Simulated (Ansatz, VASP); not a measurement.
## Two plane-wave programs on Li2ClF

Contents of INCAR:

```
SYSTEM = Li2ClF
PREC = Accurate
ENCUT = 520
EDIFF = 1E-7
ISMEAR = 0
SIGMA = 0.01
LREAL = .False.
LASPH = .True.
NELM = 100
ALGO = Normal
ISIF = 2
LWAVE = .False.
LCHARG = .False.
GGA = PE
NBANDS = 18
```

The input KPOINTS:

```
Automatic mesh
0
Gamma
  8 8 8
  0 0 0
```

File POSCAR:

```
Li2ClF
1.0
    1.6752631764      0.9672136459      5.3988685661
   -1.6752631764      0.9672136459      5.3988685661
    0.0000000000     -1.9344272918      5.3988685661
F Cl Li
1 1 2
Direct
    1.0000000000      0.0000000000      0.0000000000
    0.5000000000      0.5000000000      0.5000000000
    0.2627109633      0.2627109633      0.2627109633
    0.7372890367      0.7372890367      0.7372890367
```

Input for Ansatz:

```yaml
crystal:
  lattice:
    - [1.6752631764, 0.9672136459, 5.3988685661]
    - [-1.6752631764, 0.9672136459, 5.3988685661]
    - [0.0, -1.9344272918, 5.3988685661]
  atoms:
    - { symbol: F, position: [1.0, 0.0, 0.0] }
    - { symbol: Cl, position: [0.5, 0.5, 0.5] }
    - { symbol: Li, position: [0.2627109633, 0.2627109633, 0.2627109633] }
    - { symbol: Li, position: [0.7372890367, 0.7372890367, 0.7372890367] }
kpoints:
  mp_grid: { grid: [8, 8, 8] }
hamiltonian:
  xc: pbe
scf:
  occupations: { method: fixed }
  n_extra_bands: 5
output:
  forces: true
  stress: true
  eigenvalues: true
```

Alike in both runs: task single point; functional PBE; k mesh 8 × 8 × 8; no spin polarisation.

|  | VASP | Ansatz |
| --- | --- | --- |
| version | VASP 6.6.1 | Ansatz 0.2.0 |
| potentials or method | VASP PAW PBE potentials, release 64 (F, Cl, Li_sv) | plane waves, PAW |
| plane-wave cutoff (eV) | 520 | 420 |
| occupations | gaussian, width 0.01 eV | fixed |
| valence electrons in the cell | 20 | 20 |

|  | VASP | Ansatz | Ansatz less VASP |
| --- | --- | --- | --- |
| gap on the k mesh at the Fermi level (eV) | 4.76 | 4.75 | -0.012 |
| rms of the force components (eV/Å) | 0.011 | 0.011 | +0.0005 |

Atom by atom the forces differ by 0.001 eV/Å (rms over components).

Noted on VASP's run: the cutoff is under 1.25 times that of the potentials, so the pressure is a little rough.
